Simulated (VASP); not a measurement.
# SnO2 (R3m) in VASP: further runs, part 2 of 2

VASP 6.6.1. The steps go on from the part before.

### Step 4. Relaxation of cell and atoms, PBE+D3(BJ)

This run uses another cell than the first one, of 20.58 Å³/atom.

INCAR

```
ALGO = Normal ; EDIFF = 1E-6
EDIFFG = -0.04 ; ENCUT = 600
GGA = PE ; IBRION = 2
ISIF = 3 ; ISMEAR = 0
IVDW = 12 ; LASPH = T
LCHARG = F ; LREAL = F
LWAVE = F ; NELM = 60
NSW = 90 ; PREC = Accurate
SIGMA = 0.1
```

KPOINTS

```
k-points
0
Gamma
  6 6 6
```

POSCAR

```
SnO2
1.0
    1.8023104400      1.0405644200      5.4876249300
   -1.8023104400      1.0405644200      5.4876249300
    0.0000000000     -2.0811288400      5.4876249300
Sn O
1 2
Direct
    0.2000977300      0.2000977300      0.2000977300
    0.4918718700      0.4918718700      0.4918718700
    0.3333333300      0.3333333300      0.3333333300
```

Potentials or basis: VASP PAW PBE potentials, release 64 (Sn_d, O).

Run with:

```bash
> cat potpaw_PBE.64/Sn_d/POTCAR potpaw_PBE.64/O/POTCAR > POTCAR
> mpirun -np 1 vasp_std > vasp.out
```

OUTCAR:

```text
EDIFF = 1E-6
   EDIFFG = -0.04
   ENCUT = 600
   GGA = PE
   IBRION = 2
   ISIF = 3
   ISMEAR = 0
   IVDW = 12
   LASPH = T
   LREAL = F
   NELM = 60
   NSW = 90
   PREC = Accurate
 IVDW          = 12

 ion  position               nearest neighbor table
   1  0.200  0.200  0.200-   2 2.19   2 2.19   2 2.19   3 2.19
   2  0.492  0.492  0.492-   1 2.19   1 2.19   1 2.19
   3  0.333  0.333  0.333-   1 2.19

  LATTYP: Found a trigonal (rhomboedric) cell.
 ALAT       =     5.8689968995
 COS(alpha) =     0.8113914251

  Lattice vectors:

 A1 = (   1.8023104400,   1.0405644200,   5.4876249300)
 A2 = (  -1.8023104400,   1.0405644200,   5.4876249300)
 A3 = (   0.0000000000,  -2.0811288400,   5.4876249300)

Analysis of symmetry for initial positions (statically):
=====================================================================
 Subroutine PRICEL returns:
 Original cell was already a primitive cell.

 Routine SETGRP: Setting up the symmetry group for a
 trigonal (rhombohedral) supercell.

 Subroutine GETGRP returns: Found  6 space group operations
 (whereof  6 operations were pure point group operations)
 out of a pool of 12 trial point group operations.

The static configuration has the point symmetry C_3v.

Analysis of symmetry for dynamics (positions and initial velocities):
=====================================================================
 Subroutine PRICEL returns:
 Original cell was already a primitive cell.

 Routine SETGRP: Setting up the symmetry group for a
 trigonal (rhombohedral) supercell.

 Subroutine GETGRP returns: Found  6 space group operations
 (whereof  6 operations were pure point group operations)
 out of a pool of 12 trial point group operations.

The dynamic configuration has the point symmetry C_3v.

 Subroutine INISYM returns: Found  6 space group operations
 (whereof  6 operations are pure point group operations),
 and found     1 'primitive' translations

----------------------------------------------------------------------------------------

                                     Primitive cell

  volume of cell :      61.7496

  direct lattice vectors                    reciprocal lattice vectors
     1.802310440  1.040564420  5.487624930     0.277421685  0.160169484  0.060742733
    -1.802310440  1.040564420  5.487624930    -0.277421685  0.160169484  0.060742733
     0.000000000 -2.081128840  5.487624930     0.000000000 -0.320338969  0.060742733

  length of vectors
     5.868996900  5.868996900  5.868996901     0.326047136  0.326047136  0.326047135

  position of ions in fractional coordinates (direct lattice)
     0.200097730  0.200097730  0.200097730
     0.491871870  0.491871870  0.491871870
     0.333333330  0.333333330  0.333333330

  ion indices of the primitive-cell ions
   primitive index   ion index
                 1           1
                 2           2
                 3           3

----------------------------------------------------------------------------------------

 KPOINTS: k-points

Automatic generation of k-mesh.
 Grid dimensions read from file:
 generate k-points for:    6    6    6

 Generating k-lattice:

  Cartesian coordinates                     Fractional coordinates (reciprocal lattice)
     0.046236948  0.026694914  0.010123789     0.166666667 -0.000000000  0.000000000
    -0.046236948  0.026694914  0.010123789    -0.000000000  0.166666667  0.000000000
     0.000000000 -0.053389828  0.010123789     0.000000000  0.000000000  0.166666667

  Length of vectors
     0.054341189  0.054341189  0.054341189

  Shift w.r.t. Gamma in fractional coordinates (k-lattice)
     0.000000000  0.000000000  0.000000000

 Subroutine IBZKPT returns following result:
 ===========================================

 Found     32 irreducible k-points:

 Following reciprocal coordinates:
            Coordinates               Weight
  0.000000  0.000000  0.000000      1.000000
  0.166667  0.000000  0.000000      6.000000
  0.333333  0.000000 -0.000000      6.000000
  0.500000 -0.000000  0.000000      3.000000
  0.166667  0.166667  0.000000      6.000000
  0.333333  0.166667 -0.000000     12.000000
[... 16 lines left out ...]
  0.500000  0.500000  0.166667      6.000000
 -0.333333  0.500000  0.166667     12.000000
 [... further k-points ...]
   k-points           NKPTS =     32   k-points in BZ     NKDIM =     32   number of bands    NBANDS=     17
   number of dos      NEDOS =    301   number of ions     NIONS =      3
   total plane-waves  NPLWV = 110592
   dimension x,y,z NGX =    48 NGY =   48 NGZ =   48
   dimension x,y,z NGXF=    96 NGYF=   96 NGZF=   96
   ions per type =               1   2
   NGX,Y,Z   is equivalent  to a cutoff of  13.60, 13.60, 13.60 a.u.
   NGXF,Y,Z  is equivalent  to a cutoff of  27.19, 27.19, 27.19 a.u.
 SYSTEM =  unknown system
   PREC   = accura    normal or accurate (medium, high low for compatibility)
   ISTART =      0    job   : 0-new  1-cont  2-samecut
   ICHARG =      2    charge: 1-file 2-atom 10-const
   ISPIN  =      1    spin polarized calculation?
   LNONCOLLINEAR =      F non collinear calculations
   LSORBIT =      F    spin-orbit coupling
   LASPH  =      T    aspherical Exc in radial PAW
   ENCUT  =  600.0 eV  44.10 Ry    6.64 a.u.  11.72 11.72 11.72*2*pi/ulx,y,z
   NELM   =     60;   NELMIN=  2; NELMDL= -5     # of ELM steps
   EDIFF  = 0.1E-05   stopping-criterion for ELM
   LREAL  =      F    real-space projection
   EDIFFG = -.4E-01   stopping-criterion for IOM
   NSW    =     90    number of steps for IOM
   IBRION =      2    ionic relax: 0-MD 1-quasi-New 2-CG
   NFREE  =      1    steps in history (QN), initial steepest desc. (CG)
   ISIF   =      3    stress and relaxation
   ISYM   =      2    0-nonsym 1-usesym 2-fastsym
   POTIM  = 0.5000    time-step for ionic-motion
   TEBEG  =    0.0;   TEEND  =   0.0 temperature during run
   PSTRESS=    0.0 pullay stress
   NELECT =      26.0000    total number of electrons
   NUPDOWN=      -1.0000    fix difference up-down
   EMIN   =  10.00;   EMAX   =-10.00  energy-range for DOS
   EFERMI =   0.00;   METHOD = LEGACY
   ISMEAR =     0;   SIGMA  =   0.10  broadening in eV -4-tet -1-fermi 0-gaus
   EFERMI_NEDOS =   21; number of points for ismear=-14 and -15
   IALGO  =     38    algorithm
   IMIX   =      4    mixing-type and parameters
     AMIX     =   0.40;   BMIX     =  1.00
     AMIX_MAG =   1.60;   BMIX_MAG =  1.00
  volume/ion in A,a.u.               =      20.58       138.90
  Fermi-wavevector in a.u.,A,eV,Ry     =   1.227028  2.318747 20.484906  1.505598
  Thomas-Fermi vector in A             =   2.362007
   LORBIT       =      0    0 simple, 1 ext, 2 COOP (PROOUT), +10 PAW based schemes
   GGA     = PE    functional components
   LHFCALC =     F    Hartree Fock is set to
   AEXX    =    0.0000 exact exchange contribution
   IVDW    =    12    specifies the selected vdW correction
   LEPSILON=     F    determine dielectric tensor
   LRPA    =     F    only Hartree local field effects (RPA)
 conjugate gradient relaxation of ions
 non-spin polarized calculation
 Gauss-broadening in eV      SIGMA  =   0.10
  energy-cutoff  :      600.00
  volume of cell :       61.75
 maximum number of plane-waves:      2079
   NGX = 23   NGY = 23   NGZ = 23

--------------------------------------- Ionic step        1  -------------------------------------------

 number of electron      26.0000000 magnetization

 Free energy of the ion-electron system (eV)
  ---------------------------------------------------
  ext. energy  EPLUGINS =         0.00000000
  ---------------------------------------------------
  free energy    TOTEN  =       -14.71474055 eV

  energy without entropy =      -14.69097419  energy(sigma->0) =      -14.70285737

------------------------ aborting loop because EDIFF is reached ----------------------------------------

 Edisp (eV)   -0.38308

 E8    (eV) :    -0.1500
[... 32 lines left out ...]
--------------------------------------- Ionic step        2  -------------------------------------------

 number of electron      26.0000000 magnetization

 E-fermi :   2.8394     XC(G=0):  -9.2847

 val. band max:        2.6867781913   @ k =   0.5000   0.5000   0.5000
 cond. band min:       2.9096684999   @ k =   0.0000   0.0000   0.0000
 fundamental gap:      0.2228903086
 Fermi energy:         2.8394423678

 k-point     1 :       0.0000    0.0000    0.0000
  band No.  band energies     occupation
      1     -19.4124      2.00000
      2     -18.0166      2.00000
      3     -18.0166      2.00000
      4     -17.8192      2.00000
      5     -17.8192      2.00000
      6     -16.1858      2.00000
[... 546 lines left out ...]
  FREE ENERGIE OF THE ION-ELECTRON SYSTEM (eV)
  ---------------------------------------------------
  free  energy   TOTEN  =       -15.5504189815 eV

  energy  without entropy=      -15.5272996417  energy(sigma->0) =      -15.53885931

[... ionic steps 4 to 15 ...]

--------------------------------------- Ionic step       16  -------------------------------------------

 number of electron      26.0000002 magnetization

------------------------ aborting loop because EDIFF is reached ----------------------------------------
[... 77 lines left out ...]
--------------------------------------- Ionic step       18  -------------------------------------------

 number of electron      26.0000001 magnetization

 Free energy of the ion-electron system (eV)
  ---------------------------------------------------
  ext. energy  EPLUGINS =         0.00000000
  ---------------------------------------------------
  free energy    TOTEN  =       -15.50207514 eV

  energy without entropy =      -15.49359949  energy(sigma->0) =      -15.49783731

 E-fermi :   2.6099     XC(G=0):  -8.9994

 val. band max:        2.5853794574   @ k =   0.5000   0.5000   0.5000
 cond. band min:       2.6834488182   @ k =   0.1667   0.0000   0.0000
 fundamental gap:      0.0980693608
 Fermi energy:         2.6098901332

 k-point     1 :       0.0000    0.0000    0.0000
  band No.  band energies     occupation
      1     -19.4294      2.00000
      2     -19.0521      2.00000
      3     -19.0521      2.00000
      4     -18.7735      2.00000
      5     -18.7735      2.00000
      6     -16.8957      2.00000
[... 505 lines left out ...]
  FREE ENERGIE OF THE ION-ELECTRON SYSTEM (eV)
  ---------------------------------------------------
  free  energy   TOTEN  =       -15.9449582563 eV

  energy  without entropy=      -15.9364826099  energy(sigma->0) =      -15.94072043

 reached required accuracy - stopping structural energy minimisation
```

OSZICAR:

```text
N       E                     dE             d eps       ncg     rms          rms(c)
DAV:   1     0.260644449744E+03    0.26064E+03   -0.15207E+04  1089   0.218E+03
DAV:   2     0.121281618426E+02   -0.24852E+03   -0.24239E+03  1321   0.487E+02
DAV:   3    -0.176805649412E+02   -0.29809E+02   -0.29041E+02  1180   0.160E+02
[... 174 lines left out ...]
DAV:   1    -0.155022779394E+02   -0.31969E-03   -0.10361E-02  1298   0.931E-01    0.855E-02
DAV:   2    -0.155022250122E+02    0.52927E-04   -0.31080E-03  1621   0.405E-01    0.941E-02
DAV:   3    -0.155020985463E+02    0.12647E-03   -0.97477E-04  1639   0.187E-01    0.289E-02
DAV:   4    -0.155020752758E+02    0.23270E-04   -0.93335E-05  1385   0.123E-01    0.682E-03
DAV:   5    -0.155020751352E+02    0.14060E-06   -0.64307E-06  1143   0.262E-02
  18 F= -.15944958E+02 E0= -.15940720E+02  d E =-.766342E-03
```

CONTCAR:

```text
SnO2
   1.00000000000000
     1.7347013844065915    1.0015303132994247    5.1831105864461460
    -1.7347013844065915    1.0015303132994247    5.1831105864461460
     0.0000000000000000   -2.0030606265988493    5.1831105864461460
  Sn              O
     1     2
Direct
     0.2057030865594083    0.2057030865594083    0.2057030865594083
     0.4938188598140653    0.4938188598140653    0.4938188598140653
     0.3257809836265287    0.3257809836265287    0.3257809836265287

  0.00000000E+00  0.00000000E+00  0.00000000E+00
  0.00000000E+00  0.00000000E+00  0.00000000E+00
  0.00000000E+00  0.00000000E+00  0.00000000E+00
```

It took 15 min on 1 thread of Intel Xeon Platinum 8488C (Sapphire Rapids), shared host; peak memory 0.4 GiB.

Results:

| Item | Value |
| --- | --- |
| Free energy | -15.9450 eV |
| Relaxed volume | 18.01 Å³/atom |
| Relaxed cell | a = 5.557 Å, b = 5.557 Å, c = 5.557 Å, α = 36.38°, β = 36.38°, γ = 36.38° |
| Space group after relaxing (to 0.1 Å) | R3m (No. 160) |
| Energy gained by relaxing | 282.4 meV/atom |
| Ionic steps | 18 |
| Pressure after relaxing | 0.0 GPa |
| Largest force after relaxing | 0.039 eV/Å |
| Band gap on the k mesh | zero (bands 13 and 14 overlap by 0.04 eV) |
| Dispersion energy per atom | -0.148 eV |

Forces on the atoms (eV/Å):
```
Sn   0.000  0.000 -0.025
O    0.000  0.000 -0.014
O    0.000  0.000  0.039
```

Step by step:
| step | energy change (eV) | largest force (eV/Å) | pressure (GPa) | volume (Å³) |
| --- | --- | --- | --- | --- |
| 1 | 0.0000 | 3.4506 | -10.69 | 61.75 |
| 2 | 0.2224 | 10.7508 | 20.46 | 50.07 |
| 3 | -0.4526 | 2.9510 | -8.71 | 58.42 |
| 4 | -0.7100 | 1.9803 | -6.17 | 56.41 |
| 5 | -0.7884 | 1.6133 | 1.53 | 53.39 |
| 6 | -0.8199 | 0.4111 | -2.44 | 54.63 |
| 7 | -0.8225 | 0.2979 | -1.76 | 54.38 |
| 8 | -0.8221 | 0.3745 | -1.32 | 54.24 |
| 9 | -0.8376 | 0.2513 | 1.15 | 52.55 |
| 10 | -0.8396 | 0.0906 | 0.45 | 52.97 |
| 11 | -0.8420 | 0.1726 | 0.07 | 53.26 |
| 12 | -0.8436 | 0.2829 | -0.45 | 53.67 |
| 13 | -0.8446 | 0.2146 | -0.39 | 53.72 |
| 14 | -0.8463 | 0.0163 | -0.17 | 53.88 |
| 15 | -0.8464 | 0.0725 | -0.12 | 53.93 |
| 16 | -0.8467 | 0.0609 | -0.09 | 53.95 |
| 17 | -0.8471 | 0.0406 | -0.01 | 54.02 |
| 18 | -0.8471 | 0.0390 | -0.04 | 54.03 |

Final structure:
```
Sn O
1.0
     1.73470    1.00153    5.18311
    -1.73470    1.00153    5.18311
     0.00000   -2.00306    5.18311
Sn O
1 2
Direct
  0.20570 0.20570 0.20570
  0.49382 0.49382 0.49382
  0.32578 0.32578 0.32578
```

Caveat: semilocal functionals underestimate gaps, and a narrow one can read as zero; spin-orbit coupling is left out, which moves the levels of the heavy elements.

### Step 5. Single point, PBE+D3(BJ)

This run uses another cell than the first one, of 18.04 Å³/atom.

INCAR

```
PREC = Accurate ; ENCUT = 520
EDIFF = 1E-7 ; ISMEAR = 0
SIGMA = 0.1 ; LREAL = False
LASPH = True ; NELM = 100
ALGO = Normal ; ISIF = 2
LWAVE = False ; LCHARG = False
GGA = PE ; IVDW = 12
NBANDS = 20
```

KPOINTS

```
Automatic mesh
0
Gamma
  18 18 18
```

POSCAR

```
SnO2
1.0
    1.7324909260      1.0002541025      5.2050080982
   -1.7324909260      1.0002541025      5.2050080982
    0.0000000000     -2.0005082050      5.2050080982
Sn O
1 2
Direct
    0.7941007041      0.7941007041      0.7941007041
    0.5059389744      0.5059389744      0.5059389744
    0.6746573916      0.6746573916      0.6746573916
```

Run with:

```bash
> cat potpaw_PBE.64/Sn_d/POTCAR potpaw_PBE.64/O/POTCAR > POTCAR
> mpirun -np 1 vasp_std > vasp.out
```

It took 24 min on 1 thread of Intel Xeon Platinum 8488C (Sapphire Rapids), shared host; peak memory 0.7 GiB.

It converged, with:

```
Free energy                : -15.9306 eV
Pressure                   : 0.4 GPa
Largest force              : 0.160 eV/Å
Band gap on the k mesh     : zero (bands 13 and 14 overlap by 0.04 eV)
Dispersion energy per atom : -0.147 eV
```

Forces in eV/Å, atoms in the order of the input:
```
Sn   0.000  0.000  0.120
O    0.000  0.000  0.040
O    0.000  0.000 -0.160
```

Stress tensor (GPa, compression positive):
```
0.26 0.00 0.00
0.00 0.26 0.00
0.00 0.00 0.77
```

Levels at points of the mesh, in eV from the Fermi level:
```
           k point  band 9  band 10  band 11  band 12  band 13  band 14  band 15  band 16  band 17  band 18
(0.00, 0.00, 0.00)   -4.09    -4.09    -2.12    -0.75    -0.04    -0.04     5.73     7.63     7.63     8.86
(0.50, 0.00, 0.00)   -4.98    -4.27    -1.87    -1.23    -0.25     1.71     3.69     7.41     8.58     9.70
(0.50, 0.50, 0.00)   -5.00    -3.74    -2.56    -1.33    -0.18     2.10     3.60     7.25     8.52     9.49
(0.50, 0.50, 0.50)   -4.11    -4.11    -3.00    -0.27    -0.01    -0.01     4.88     7.60     7.60    11.56
```

Caveat: semilocal functionals underestimate gaps, and a narrow one can read as zero; spin-orbit coupling is left out, which moves the levels of the heavy elements.

### Step 6. Overview

```tsv
task	cell	k mesh	cutoff (eV)	gap on the mesh (eV)	pressure (GPa)	largest force (eV/Å)
single point	a = 5.586 Å, angles 36.2°, 3 atoms, atomic positions A	6 × 6 × 6	520	none	0.1	0.18
single point	a = 5.869 Å, angles 35.8°, 3 atoms, atomic positions B	6 × 6 × 6	520	none	-10.6	3.45
relaxation of cell and atoms	relaxed from a = 5.869 Å, angles 35.8°, 3 atoms, atomic positions B	6 × 6 × 6	600	none	0.0	0.04
single point	a = 5.576 Å, angles 36.2°, 3 atoms, atomic positions C	18 × 18 × 18	520	none	0.4	0.16
```

Alike in all rows: level PBE+D3(BJ); potentials or basis VASP PAW PBE potentials, release 64 (Sn_d, O); no spin polarisation; smearing gaussian 0.1 eV.

Caveats: semilocal functionals underestimate gaps, and a narrow one can read as zero; spin-orbit coupling is left out, which moves the levels of the heavy elements; the stress differs along the axes, from -21 to -5 GPa (at least some runs); forces of over 1 eV/Å act on the atoms, so gaps and moduli don't describe the material at rest (at least some runs).

Absolute energies hang on the potentials; compare differences alone.

The gap in the log of VASP goes by the Fermi energy; the results here count the filled bands.